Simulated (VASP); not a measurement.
# Li2F (P4_2/mnm) in VASP: relaxation of cell and atoms with PBE

Aim: the relaxation of cell and atoms of Li2F with PBE.

Program: VASP 6.6.1. These are calculated values, not measurements. Logs are shortened: lines on timing, memory, paths and dates and some standing lists are left out, and cuts for length are marked.

### 1 The cell of the first run

It takes space group P4_2/mnm (No. 136, tetragonal). The conventional cell has a = 4.863 Å, b = 4.863 Å, c = 3.132 Å, α = 90.00°, β = 90.00°, γ = 90.00°. Li (site symmetry m2m) has 3 F at 2.06 to 2.10 Å and 1 Li at 2.67 Å within 2.7 Å. F (site symmetry mmm) has 6 Li at 2.06 to 2.10 Å within 2.7 Å.

### 2 Relaxation of cell and atoms, PBE

Input file INCAR:

```
PREC     = Accurate       # precision mode
ENCUT    = 600            # plane-wave cutoff, eV
EDIFF    = 1E-6           # SCF threshold, eV
ISMEAR   = 0              # smearing method
SIGMA    = 0.1            # smearing width, eV
LREAL    = False          # projectors in reciprocal space
LASPH    = True           # aspherical terms in the spheres
NELM     = 80             # most SCF steps
ALGO     = Normal         # electronic algorithm
ISIF     = 3              # what is computed and relaxed
LWAVE    = False          # write WAVECAR
LCHARG   = False          # write CHGCAR
GGA      = PE             # functional
IBRION   = 2              # ionic algorithm
NSW      = 100            # ionic steps
EDIFFG   = -0.01          # ionic threshold
```

Input file KPOINTS:

```
Automatic mesh
0
Gamma
  8 8 12
```

Input file POSCAR:

```
Li2F
1.0
    4.8632708891      0.0000000000      0.0000000000
    0.0000000000      4.8632708891      0.0000000000
    0.0000000000      0.0000000000      3.1324376493
Li F
4 2
Direct
    0.3060000000      0.3060000000      0.0000000000
    0.1940000000      0.8060000000      0.5000000000
    0.6940000000      0.6940000000      0.0000000000
    0.8060000000      0.1940000000      0.5000000000
    0.0000000000      0.0000000000      0.0000000000
    0.5000000000      0.5000000000      0.5000000000
```

Potentials or basis: VASP PAW PBE potentials, release 64 (Li_sv, F).

Started as:

```sh
$ cat potpaw_PBE.64/Li_sv/POTCAR potpaw_PBE.64/F/POTCAR > POTCAR
$ mpirun -np 1 vasp_std > vasp.out
```

OUTCAR:

```text
PREC = Accurate
   ENCUT = 600
   EDIFF = 1E-6
   ISMEAR = 0
   LREAL = False
   LASPH = True
   NELM = 80
   ISIF = 3
   GGA = PE
   IBRION = 2
   NSW = 100
   EDIFFG = -0.01

 ion  position               nearest neighbor table
   1  0.306  0.306  0.000-   6 2.06   6 2.06   5 2.10
   2  0.194  0.806  0.500-   5 2.06   5 2.06   6 2.10
   3  0.694  0.694  0.000-   6 2.06   6 2.06   5 2.10
   4  0.806  0.194  0.500-   5 2.06   5 2.06   6 2.10
   5  0.000  0.000  0.000-   2 2.06   4 2.06   2 2.06   4 2.06   3 2.10   1 2.10
   6  0.500  0.500  0.500-   1 2.06   3 2.06   1 2.06   3 2.06   2 2.10   4 2.10

  LATTYP: Found a simple tetragonal cell.
 ALAT       =     4.8632708891
 C/A-ratio  =     0.6441010013

  Lattice vectors:

 A1 = (   4.8632708891,   0.0000000000,   0.0000000000)
 A2 = (   0.0000000000,   4.8632708891,   0.0000000000)
 A3 = (   0.0000000000,   0.0000000000,   3.1324376493)

Analysis of symmetry for initial positions (statically):
=====================================================================
 Subroutine PRICEL returns:
 Original cell was already a primitive cell.

 Routine SETGRP: Setting up the symmetry group for a
 simple tetragonal supercell.

 Subroutine GETGRP returns: Found 16 space group operations
 (whereof  8 operations were pure point group operations)
 out of a pool of 16 trial point group operations.

The static configuration has the point symmetry D_2h.
 The point group associated with its full space group is D_4h.

Analysis of symmetry for dynamics (positions and initial velocities):
=====================================================================
 Subroutine PRICEL returns:
 Original cell was already a primitive cell.

 Routine SETGRP: Setting up the symmetry group for a
 simple tetragonal supercell.

 Subroutine GETGRP returns: Found 16 space group operations
 (whereof  8 operations were pure point group operations)
 out of a pool of 16 trial point group operations.

The dynamic configuration has the point symmetry D_2h.
 The point group associated with its full space group is D_4h.

 Subroutine INISYM returns: Found 16 space group operations
 (whereof  8 operations are pure point group operations),
 and found     1 'primitive' translations

----------------------------------------------------------------------------------------

                                     Primitive cell

  volume of cell :      74.0865

  direct lattice vectors                    reciprocal lattice vectors
     4.863270889  0.000000000  0.000000000     0.205622928  0.000000000  0.000000000
     0.000000000  4.863270889  0.000000000     0.000000000  0.205622928  0.000000000
     0.000000000  0.000000000  3.132437649     0.000000000  0.000000000  0.319240193

  length of vectors
     4.863270889  4.863270889  3.132437649     0.205622928  0.205622928  0.319240193

  position of ions in fractional coordinates (direct lattice)
     0.306000000  0.306000000  0.000000000
     0.194000000  0.806000000  0.500000000
     0.694000000  0.694000000  0.000000000
     0.806000000  0.194000000  0.500000000
     0.000000000  0.000000000  0.000000000
     0.500000000  0.500000000  0.500000000

  ion indices of the primitive-cell ions
   primitive index   ion index
                 1           1
                 2           2
                 3           3
                 4           4
                 5           5
                 6           6

----------------------------------------------------------------------------------------

 KPOINTS: Automatic mesh

Automatic generation of k-mesh.
 Grid dimensions read from file:
 generate k-points for:    8    8   12

 Generating k-lattice:

  Cartesian coordinates                     Fractional coordinates (reciprocal lattice)
     0.025702866  0.000000000  0.000000000     0.125000000  0.000000000  0.000000000
     0.000000000  0.025702866  0.000000000     0.000000000  0.125000000  0.000000000
     0.000000000  0.000000000  0.026603349     0.000000000  0.000000000  0.083333333

  Length of vectors
     0.025702866  0.025702866  0.026603349

  Shift w.r.t. Gamma in fractional coordinates (k-lattice)
     0.000000000  0.000000000  0.000000000

 Subroutine IBZKPT returns following result:
 ===========================================

 Found    105 irreducible k-points:

 Following reciprocal coordinates:
            Coordinates               Weight
  0.000000  0.000000  0.000000      1.000000
  0.125000  0.000000  0.000000      4.000000
  0.250000  0.000000  0.000000      4.000000
  0.375000  0.000000  0.000000      4.000000
  0.500000  0.000000  0.000000      2.000000
  0.125000  0.125000  0.000000      4.000000
[... 16 lines left out ...]
  0.375000  0.125000  0.083333     16.000000
  0.500000  0.125000  0.083333      8.000000
 [... further k-points ...]
   k-points           NKPTS =    105   k-points in BZ     NKDIM =    105   number of bands    NBANDS=     17
   number of dos      NEDOS =    301   number of ions     NIONS =      6
   total plane-waves  NPLWV =  44800
   dimension x,y,z NGX =    40 NGY =   40 NGZ =   28
   dimension x,y,z NGXF=    80 NGYF=   80 NGZF=   56
   ions per type =               4   2
   NGX,Y,Z   is equivalent  to a cutoff of  13.67, 13.67, 14.86 a.u.
   NGXF,Y,Z  is equivalent  to a cutoff of  27.35, 27.35, 29.72 a.u.
 SYSTEM =  unknown system
   PREC   = accura    normal or accurate (medium, high low for compatibility)
   ISTART =      0    job   : 0-new  1-cont  2-samecut
   ICHARG =      2    charge: 1-file 2-atom 10-const
   ISPIN  =      1    spin polarized calculation?
   LNONCOLLINEAR =      F non collinear calculations
   LSORBIT =      F    spin-orbit coupling
   LASPH  =      T    aspherical Exc in radial PAW
   ENCUT  =  600.0 eV  44.10 Ry    6.64 a.u.   9.71  9.71  6.26*2*pi/ulx,y,z
   NELM   =     80;   NELMIN=  2; NELMDL= -5     # of ELM steps
   EDIFF  = 0.1E-05   stopping-criterion for ELM
   LREAL  =      F    real-space projection
   EDIFFG = -.1E-01   stopping-criterion for IOM
   NSW    =    100    number of steps for IOM
   IBRION =      2    ionic relax: 0-MD 1-quasi-New 2-CG
   NFREE  =      1    steps in history (QN), initial steepest desc. (CG)
   ISIF   =      3    stress and relaxation
   ISYM   =      2    0-nonsym 1-usesym 2-fastsym
   POTIM  = 0.5000    time-step for ionic-motion
   TEBEG  =    0.0;   TEEND  =   0.0 temperature during run
   PSTRESS=    0.0 pullay stress
   NELECT =      26.0000    total number of electrons
   NUPDOWN=      -1.0000    fix difference up-down
   EMIN   =  10.00;   EMAX   =-10.00  energy-range for DOS
   EFERMI =   0.00;   METHOD = LEGACY
   ISMEAR =     0;   SIGMA  =   0.10  broadening in eV -4-tet -1-fermi 0-gaus
   EFERMI_NEDOS =   21; number of points for ismear=-14 and -15
   IALGO  =     38    algorithm
   IMIX   =      4    mixing-type and parameters
     AMIX     =   0.40;   BMIX     =  1.00
     AMIX_MAG =   1.60;   BMIX_MAG =  1.00
  volume/ion in A,a.u.               =      12.35        83.33
  Fermi-wavevector in a.u.,A,eV,Ry     =   1.154745  2.182152 18.142504  1.333436
  Thomas-Fermi vector in A             =   2.291379
   LORBIT       =      0    0 simple, 1 ext, 2 COOP (PROOUT), +10 PAW based schemes
   GGA     = PE    functional components
   LHFCALC =     F    Hartree Fock is set to
   AEXX    =    0.0000 exact exchange contribution
   IVDW    =     0    specifies the selected vdW correction
   LEPSILON=     F    determine dielectric tensor
   LRPA    =     F    only Hartree local field effects (RPA)
 conjugate gradient relaxation of ions
 non-spin polarized calculation
 Gauss-broadening in eV      SIGMA  =   0.10
  energy-cutoff  :      600.00
  volume of cell :       74.09
 maximum number of plane-waves:      2512
 NGX is ok and might be reduce to    40
   NGX = 19   NGY = 19   NGZ = 13

--------------------------------------- Ionic step        1  -------------------------------------------

 number of electron      25.9999985 magnetization

 Free energy of the ion-electron system (eV)
  ---------------------------------------------------
  ext. energy  EPLUGINS =         0.00000000
  ---------------------------------------------------
  free energy    TOTEN  =       -21.32209941 eV

  energy without entropy =      -21.31382453  energy(sigma->0) =      -21.31796197

------------------------ aborting loop because EDIFF is reached ----------------------------------------

  FORCE on cell =-STRESS in cart. coord.  units (eV):
  Direction    XX          YY          ZZ          XY          YZ          ZX
  --------------------------------------------------------------------------------------
  -------------------------------------------------------------------------------------
  Total        2.0312504      2.0312504     -2.3021943      0.0000000      0.0000000      0.0000000
  in kB       43.9273187     43.9273187    -49.7866848      0.0000000      0.0000000      0.0000000
  external PRESSURE =      12.6893175 kB  Pullay stress =       0.0000000 kB
[... 101 lines left out ...]
  FREE ENERGIE OF THE ION-ELECTRON SYSTEM (eV)
  ---------------------------------------------------
  free  energy   TOTEN  =       -21.5862394216 eV

  energy  without entropy=      -21.5804859374  energy(sigma->0) =      -21.58336268

[... ionic steps 4 to 16 ...]

--------------------------------------- Ionic step       17  -------------------------------------------

 number of electron      25.9999967 magnetization

------------------------ aborting loop because EDIFF is reached ----------------------------------------

  FORCE on cell =-STRESS in cart. coord.  units (eV):
  Direction    XX          YY          ZZ          XY          YZ          ZX
  --------------------------------------------------------------------------------------
  -------------------------------------------------------------------------------------
  Total       -0.1236375     -0.1236375      0.0081992      0.0000000      0.0000000      0.0000000
  in kB       -2.3217610     -2.3217610      0.1539713      0.0000000      0.0000000      0.0000000
  external PRESSURE =      -1.4965169 kB  Pullay stress =       0.0000000 kB
[... 65 lines left out ...]
  energy  without entropy=      -21.6739583753  energy(sigma->0) =      -21.67772951

--------------------------------------- Ionic step       19  -------------------------------------------

 number of electron      25.9999957 magnetization

 Free energy of the ion-electron system (eV)
  ---------------------------------------------------
  ext. energy  EPLUGINS =         0.00000000
  ---------------------------------------------------
  free energy    TOTEN  =       -21.68172929 eV

  energy without entropy =      -21.67418537  energy(sigma->0) =      -21.67795733

 E-fermi :   2.2164     XC(G=0):  -7.8295

 val. band max:        2.2100351924   @ k =   0.2500   0.2500   0.1667
 cond. band min:       2.2381308238   @ k =   0.3750   0.3750   0.2500
 fundamental gap:      0.0280956314
 Fermi energy:         2.2163553214

 k-point     1 :       0.0000    0.0000    0.0000
  band No.  band energies     occupation
      1     -44.9874      2.00000
      2     -44.9725      2.00000
      3     -44.9571      2.00000
      4     -44.9571      2.00000
      5     -23.3648      2.00000
      6     -23.3586      2.00000
[... 9 lines left out ...]
     16       5.0182      0.00000
     17       5.4784      0.00000
[... 443 lines left out ...]
      1     -44.9789      2.00000
      2     -44.9789      2.00000
      3     -44.9556      2.00000
      4     -44.9556      2.00000
      5     -23.3505      2.00000
      6     -23.3505      2.00000
[... 9 lines left out ...]
     16       4.6998      0.00000
     17       6.5002      0.00000

 [... further k-points ...]

------------------------ aborting loop because EDIFF is reached ----------------------------------------

  FORCE on cell =-STRESS in cart. coord.  units (eV):
  Direction    XX          YY          ZZ          XY          YZ          ZX
  --------------------------------------------------------------------------------------
  -------------------------------------------------------------------------------------
  Total        0.0196223      0.0196223      0.0399651     -0.0000000      0.0000000      0.0000000
  in kB        0.3713715      0.3713715      0.7563789     -0.0000000      0.0000000      0.0000000
  external PRESSURE =       0.4997073 kB  Pullay stress =       0.0000000 kB
[... 21 lines left out ...]
  FREE ENERGIE OF THE ION-ELECTRON SYSTEM (eV)
  ---------------------------------------------------
  free  energy   TOTEN  =       -21.6817292884 eV

  energy  without entropy=      -21.6741853721  energy(sigma->0) =      -21.67795733

 reached required accuracy - stopping structural energy minimisation
```

Run time: 20 min. Hardware: 1 thread of AMD EPYC 7R13 (Zen 3), shared host; peak memory 0.26 GiB.

Results:

| Item | Value |
| --- | --- |
| Free energy | -21.6817 eV |
| Relaxed volume | 14.11 Å³/atom |
| Relaxed cell | a = 5.490 Å, b = 5.490 Å, c = 2.809 Å, α = 90.00°, β = 90.00°, γ = 90.00° |
| Space group after relaxing (to 0.1 Å) | P4_2/mnm (No. 136) |
| Energy gained by relaxing | 59.9 meV/atom |
| Ionic steps | 19 |
| Pressure after relaxing | 0.0 GPa |
| Band gap on the k mesh | zero (bands 13 and 14 overlap by 3.09 eV) |

The path:
```csv
step,energy change (eV),largest force (eV/Å),pressure (GPa),volume (Å³)
1,0.0000,0.1295,1.27,74.09
2,-0.1014,0.0607,0.69,75.11
3,-0.2641,0.1376,-0.61,77.86
4,-0.2679,0.1712,-0.80,78.29
5,-0.2678,0.1655,-0.75,78.21
6,-0.2814,0.1558,-0.28,77.20
7,-0.2907,0.1222,0.84,75.35
8,-0.3026,0.1035,0.90,75.85
9,-0.3283,0.0195,1.29,77.35
10,-0.2972,0.3087,2.92,80.37
11,-0.3325,0.0412,1.60,78.03
12,-0.3488,0.0107,0.82,80.41
13,-0.3573,0.0265,-0.11,83.65
14,-0.3573,0.0278,-0.12,83.77
15,-0.3573,0.0299,-0.19,84.00
16,-0.3584,0.0267,-0.16,84.35
17,-0.3593,0.0151,-0.15,85.32
18,-0.3594,0.0183,-0.16,85.07
19,-0.3596,0.0013,0.05,84.65
```

Final structure:
```xyz
6
Lattice="5.4896 0.0000 0.0000 0.0000 5.4896 0.0000 0.0000 0.0000 2.8091" Properties=species:S:1:pos:R:3 pbc="T T T"
Li    1.8192    1.8192    0.0000
Li    0.9256    4.5640    1.4045
Li    3.6705    3.6705    0.0000
Li    4.5640    0.9256    1.4045
F     0.0000    0.0000    0.0000
F     2.7448    2.7448    1.4045
```

Caveat: the cutoff is under 1.25 times the usual one of these potentials, so pressure, stress and relaxed cells hold a basis-set (Pulay) error.

The gap in the log of VASP goes by the Fermi energy; the results here count the filled bands.